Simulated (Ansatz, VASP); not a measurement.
# AlN in VASP and in Ansatz

Contents of INCAR:

```
SYSTEM = AlN
ALGO = Normal
EDIFF = 1E-6
ENCUT = 520
GGA = PE
ISIF = 2
ISMEAR = 0
LASPH = .True.
LCHARG = .False.
LREAL = .False.
LWAVE = .False.
NBANDS = 11
NELM = 60
PREC = Accurate
SIGMA = 0.05
```

Contents of KPOINTS:

```
k-points
0
Gamma
  10 10 10
  0 0 0
```

The input POSCAR:

```
AlN
1.0
    0.0000000000      1.9791160221      1.9791160221
    1.9791160221      0.0000000000      1.9791160221
    1.9791160221      1.9791160221      0.0000000000
Al N
1 1
Direct
    0.5000000000      0.5000000000      0.5000000000
    0.0000000000      0.0000000000      0.0000000000
```

Input for Ansatz:

```yaml
crystal:
  lattice:
    - [0.0, 1.9791160221, 1.9791160221]
    - [1.9791160221, 0.0, 1.9791160221]
    - [1.9791160221, 1.9791160221, 0.0]
  atoms:
    - { symbol: Al, position: [0.5, 0.5, 0.5] }
    - { symbol: "N", position: [0.0, 0.0, 0.0] }
basis:
  ecutwfc: 520.0
kpoints:
  mp_grid: { grid: [10, 10, 10] }
hamiltonian:
  xc: pbe
  pseudopotentials: { kind: paw, azcp: { folder: soft_1 } }
scf:
  occupations: { method: gaussian, width: 0.05 }
output:
  forces: true
  stress: true
  eigenvalues: true
```

Alike in both runs: task single point; functional PBE; k mesh 10 × 10 × 10; occupations gaussian, width 0.05 eV; no spin polarisation.

|  | VASP | Ansatz |
| --- | --- | --- |
| version | VASP 6.6.1 | Ansatz 0.2.0 |
| potentials or method | VASP PAW PBE potentials, release 64 (Al, N), cutoff 520 eV | scalar-relativistic, plane waves, PAW |
| valence electrons in the cell | 8 | 8 |

|  | VASP | Ansatz | Ansatz less VASP |
| --- | --- | --- | --- |
| gap on the k mesh at the Fermi level (eV) | 5.19 | 5.17 | -0.020 |
| least direct gap on the mesh (eV) | 6.63 | 6.61 | -0.017 |
| pressure (GPa) | 24.6 | 24.7 | +0.11 |
